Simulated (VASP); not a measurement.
Set up this calculation in VASP 6.6.1, as the native input.

| Quantity | Value |
| --- | --- |
| Task | single point |
| Functional | PBE |
| Potentials or basis | VASP PAW PBE potentials, release 64 (Nd_3, Y_sv, Cl), 4f in core |
| Cutoff | 500 eV |
| k mesh | 6 × 6 × 2 |
| Occupations | gaussian, width 0.1 eV |
| Spin | no spin polarisation |
| Dipole correction | no |
| Mended | yes |
| Further INCAR settings | ALGO = Normal; EDIFF = 1e-06; NBANDS = 34 |

The structure of Nd2Y2Cl lies in POSCAR:

```
Nd2Y2Cl
1.0
    3.7246458512      0.0000000000      0.0000000000
   -1.8623229256      3.2256379272      0.0000000000
    0.0000000000      0.0000000000     12.9835326595
Nd Y Cl
2 2 1
Direct
    0.3333333333      0.6666666667      0.8269223756
    0.6666666667      0.3333333333      0.1730776244
    0.3333333333      0.6666666667      0.3910479627
    0.6666666667      0.3333333333      0.6089520373
    0.0000000000      0.0000000000      0.0000000000
```

The cell was built from a structure type or drawn by symmetry, and may not be a known phase.

One way to write it, as run:

INCAR

```
SYSTEM = Nd2Y2Cl
  ALGO = Normal
  EDIFF = 1E-6
  ENCUT = 500
  GGA = PE
  GGA_COMPAT = .False.
  ISIF = 2
  ISMEAR = 0
  LASPH = .True.
  LCHARG = .False.
  LMAXMIX = 6
  LREAL = .False.
  LWAVE = .False.
  NBANDS = 34
  NELM = 200
  PREC = Accurate
  SIGMA = 0.1
```

KPOINTS

```
k-points
0
Gamma
  6 6 2
  0 0 0
```

Potentials or basis: VASP PAW PBE potentials, release 64 (Nd_3, Y_sv, Cl), 4f in core.

Run with:

```console
$ cat potpaw_PBE.64/Nd_3/POTCAR potpaw_PBE.64/Y_sv/POTCAR potpaw_PBE.64/Cl/POTCAR > POTCAR
$ mpirun -np 1 vasp_std > vasp.out
```

It gave:

```yaml
Pressure: 0.0 GPa
Largest_force: 0.020 eV/Å
Band_gap_on_the_k_mesh: zero (an odd number of electrons rules out a gap without spin polarisation)
```

Caveat: spin-orbit coupling is left out, which moves the levels of the heavy elements; the 4f electrons are frozen in the core, so they carry no moment and show no levels; an odd number of electrons without spin polarisation forces a metal; a magnetic or distorted state may lie lower; the run has no spin polarisation, though such a crystal can be magnetic.

It took 47 s on 1 thread of Intel(R) Xeon(R) 6975P-C (Granite Rapids) (shared host), peak memory 0.29 GiB.
